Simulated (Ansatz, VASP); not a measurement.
**One calculation of FeGe, two programs**

```xyz
8
Lattice="4.6626 0.0000 0.0000 0.0000 4.6626 0.0000 0.0000 0.0000 4.6626" Properties=species:S:1:pos:R:3 pbc="T T T"
Fe    0.6281    0.6281    0.6281
Fe    1.7032    4.0345    2.9594
Fe    2.9594    1.7032    4.0345
Fe    4.0345    2.9594    1.7032
Ge    3.9243    3.9243    3.9243
Ge    3.0696    0.7383    1.5930
Ge    1.5930    3.0696    0.7383
Ge    0.7383    1.5930    3.0696
```

Alike in both runs: functional PBE; k mesh 8 × 8 × 8; occupations gaussian, width 0.05 eV; collinear spin.

Ansatz relaxed the structure, and its values are those at the end. VASP's run is a single point on that final structure, the one shown.

|  | VASP | Ansatz |
| --- | --- | --- |
| version | VASP 6.6.1 | Ansatz 0.2.0 |
| potentials or method | VASP PAW PBE potentials, release 64 (Fe, Ge_d), cutoff 520 eV | scalar-relativistic, plane waves, PAW |
| valence electrons in the cell | 88 | 120 |

|  | VASP | Ansatz | Ansatz less VASP |
| --- | --- | --- | --- |
| gap on the k mesh at the Fermi level (eV) | none | none | - |
| pressure (GPa) | 0.3 | 0.1 | -0.26 |
| rms of the force components (eV/Å) | 0.008 | 0.000 | -0.0077 |
| net moment per atom (μB) | 0.52 | 0.52 | 0.000 |
| size of the moment on the site where the two differ most (μB) | 0.08 | 0.05 | -0.026 |

Site moments also hang on the region over which each program counts them. A gap of «none» marks a metal or a gap that the smearing closes. The functional is the same, so the differences come from potentials, cutoffs and numerics. VASP's potentials hold 88 valence electrons a cell and Ansatz's 120, so a difference there can come from the potentials and not from the codes. Ansatz's warnings: stress scf threshold loose.
